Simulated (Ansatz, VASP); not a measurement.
# Ni: VASP beside Ansatz

The input INCAR:

```
SYSTEM = Ni
PREC     = Accurate       ! precision mode
ENCUT    = 520            ! plane-wave cutoff, eV
EDIFF    = 1E-6           ! SCF threshold, eV
ISMEAR   = 0              ! smearing method
SIGMA    = 0.1            ! smearing width, eV
LREAL    = .FALSE.        ! projectors in reciprocal space
LASPH    = .TRUE.         ! aspherical terms in the spheres
NELM     = 150            ! most SCF steps
ALGO     = Normal         ! electronic algorithm
ISIF     = 2              ! what is computed and relaxed
LWAVE    = .FALSE.        ! write WAVECAR
LCHARG   = .FALSE.        ! write CHGCAR
ISPIN    = 2              ! spin polarisation
MAGMOM   = 2              ! initial moments
LORBIT   = 11             ! projections on sites
LMAXMIX  = 4              ! l up to which the mixer works
GGA      = PS             ! functional
NBANDS   = 15             ! bands
```

The input KPOINTS:

```
regular mesh
0
G
  8 8 8
  0 0 0
```

The input POSCAR:

```
Ni
1.0
    0.0000000000      1.8413208768      1.8413208768
    1.8413208768      0.0000000000      1.8413208768
    1.8413208768      1.8413208768      0.0000000000
Ni
1
Direct
    0.0000000000      0.0000000000      0.0000000000
```

Input for Ansatz:

```yaml
crystal:
  lattice:
    - [0.0, 1.8413208767, 1.8413208767]
    - [1.8413208767, 0.0, 1.8413208767]
    - [1.8413208767, 1.8413208767, 0.0]
  atoms:
    - { symbol: Ni, position: [0.0, 0.0, 0.0], spin: 2.0 }
basis:
  ecutwfc: 420
kpoints:
  mp_grid: { grid: [8, 8, 8] }
hamiltonian:
  xc: pbesol
scf:
  occupations: { method: gaussian, width: 0.1 }
  lower_state_search: "off"
output:
  forces: true
  stress: true
  eigenvalues: true
  populations: true
magnetization:
  spin_polarized: true
```

Alike in both runs: task single point; functional PBEsol; k mesh 8 × 8 × 8; occupations gaussian, width 0.1 eV; collinear spin.

|  | VASP | Ansatz |
| --- | --- | --- |
| version | VASP 6.6.1 | Ansatz 0.2.0 |
| potentials or method | VASP PAW PBE potentials, release 64 (Ni), cutoff 520 eV | scalar-relativistic, plane waves, PAW |
| valence electrons in the cell | 10 | 18 |

|  | VASP | Ansatz | Ansatz less VASP |
| --- | --- | --- | --- |
| gap on the k mesh at the Fermi level (eV) | none | none | - |
| pressure (GPa) | -26.5 | -27.1 | -0.69 |
| net moment per atom (μB) | 0.70 | 0.70 | +0.001 |
| size of the moment on the site where the two differ most (μB) | 0.72 | 0.74 | +0.024 |

VASP's potentials were made for PBE, not for PBEsol. Site moments also hang on the region over which each program counts them. A gap of «none» marks a metal or a gap that the smearing closes. The functional is the same, so the differences come from potentials, cutoffs and numerics. VASP's potentials hold 10 valence electrons a cell and Ansatz's 18, so a difference there can come from the potentials and not from the codes.

The k mesh is coarse, so the values compare programs but aren't converged.
